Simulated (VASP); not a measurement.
FeO: single point with PBE

Crystal: FeO.

```xyz
2
Lattice="0.0000 2.1544 2.1544 2.1544 0.0000 2.1544 2.1544 2.1544 0.0000" Properties=species:S:1:pos:R:3 pbc="T T T"
Fe    0.0000    0.0000    0.0000
O     2.1544    2.1544    2.1544
```

```json
{
  "Program": "VASP 6.6.1",
  "Task": "single point",
  "Functional": "PBE",
  "Potentials or basis": "VASP PAW PBE potentials, release 64 (Fe, O)",
  "Cutoff": "520 eV",
  "k mesh": "22 × 22 × 22",
  "Occupations": "gaussian, width 0.1 eV",
  "Spin": "collinear spin, ferromagnetic start",
  "Starting moments": "[3.8, 0.35] μB"
}
```

```
Pressure                                              : 0.1 GPa
Band gap on the k mesh                                : zero (filled and empty bands overlap)
Net moment                                            : 4.00 μB per cell
Site moments                                          : Fe +3.62; O +0.30 μB
Valence electrons inside the program's atomic spheres : Fe 6.73; O 5.00
```

Levels at points of the mesh, in eV from the Fermi level:
Spin up:
```
           k point  band 6  band 7  band 8  band 9  band 10  band 11  band 12  band 13
(0.00, 0.00, 0.00)   -3.80   -3.80   -3.67   -3.67     0.10    15.48    17.05    17.05
(0.50, 0.00, 0.00)   -3.06   -2.49   -0.33   -0.33     4.09     8.49    12.57    12.57
(0.50, 0.50, 0.00)   -3.29   -2.80   -2.79   -2.79     5.30     8.76    10.78    14.73
```
Spin down:
```
           k point  band 1  band 2  band 3  band 4  band 5  band 6  band 7  band 8  band 9  band 10
(0.00, 0.00, 0.00)  -20.20   -3.24   -3.24   -3.24   -0.73   -0.73   -0.73    0.19    0.19     0.90
(0.50, 0.00, 0.00)  -19.01   -7.99   -5.15   -5.15    0.39    0.39    0.60    2.79    2.79     4.58
(0.50, 0.50, 0.00)  -19.00   -6.88   -4.42   -4.42   -2.11    0.74    0.74    0.74    1.15     6.64
```

Run time: 4.1 min on 1 thread of Oxide Virtual Turin-like Processor, on a shared host, peak memory 0.26 GiB.

Caveat: a cell with one magnetic atom can't hold antiferromagnetic order, which such compounds often take; semilocal functionals often make such compounds metallic where correlation or magnetic order opens a gap, which also shifts bond lengths. With open d or f shells a metallic result of PBE can be an artefact of self-interaction; +U or a hybrid may open a gap.
